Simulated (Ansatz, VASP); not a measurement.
# Two plane-wave programs on TiO2

```
Ti O
1.0
     2.67116   -2.67125   -0.02017
     2.67116    2.67125   -0.02017
    -2.63534    0.00000    4.81205
Ti O
2 4
Cartesian
  2.0123 2.0036 1.1828
  0.6947 -2.0036 3.5889
  -0.6440 -0.6679 3.1895
  3.3510 0.6679 1.5823
  2.0333 -0.6679 3.9883
  0.6736 0.6679 0.7834
```

Alike in both runs: functional r2SCAN; k mesh 8 × 8 × 6; occupations gaussian, width 0.02 eV; no spin polarisation.

Ansatz relaxed the structure, and its values are those at the end. VASP's run is a single point on that final structure, the one shown.

```csv
,VASP,Ansatz
version,VASP 6.6.1,Ansatz 0.2.0
potentials or method,"VASP PAW PBE potentials, release 64 (Ti_sv, O), cutoff 520 eV","scalar-relativistic, plane waves, PAW"
valence electrons in the cell,48,48
```

|  | VASP | Ansatz | Ansatz less VASP |
| --- | --- | --- | --- |
| gap on the k mesh at the Fermi level (eV) | 2.59 | 2.57 | -0.022 |
| least direct gap on the mesh (eV) | 2.90 | 2.87 | -0.029 |
| pressure (GPa) | 1.2 | 0.0 | -1.22 |
| rms of the force components (eV/Å) | 0.012 | 0.000 | -0.0121 |

VASP's potentials were made for PBE, not for r2SCAN.
